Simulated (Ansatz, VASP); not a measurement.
**BP: VASP beside Ansatz**

```
B P
1.0
     0.00000    2.06928    2.06928
     2.06928    0.00000    2.06928
     2.06928    2.06928    0.00000
B P
1 1
Direct
  0.00000 0.00000 0.00000
  0.25000 0.25000 0.25000
```

Alike in both runs: task single point; functional PBEsol; k mesh 10 × 10 × 10; no spin polarisation.

|  | VASP | Ansatz |
| --- | --- | --- |
| version | VASP 6.6.1 | Ansatz 0.2.0 |
| potentials or method | VASP PAW PBE potentials, release 64 (B, P), cutoff 500 eV | scalar-relativistic, plane waves, PAW |
| occupations | gaussian, width 0.01 eV | fixed |
| valence electrons in the cell | 8 | 8 |

Ansatz gave:

| Item | Value |
| --- | --- |
| gap on the k mesh at the Fermi level (eV) | 0.65 |
| least direct gap on the mesh (eV) | 4.00 |

Q: Which values does VASP return?

A: gap on the k mesh at the Fermi level (eV): 0.64; least direct gap on the mesh (eV): 3.98.

VASP's potentials were made for PBE, not for PBEsol.
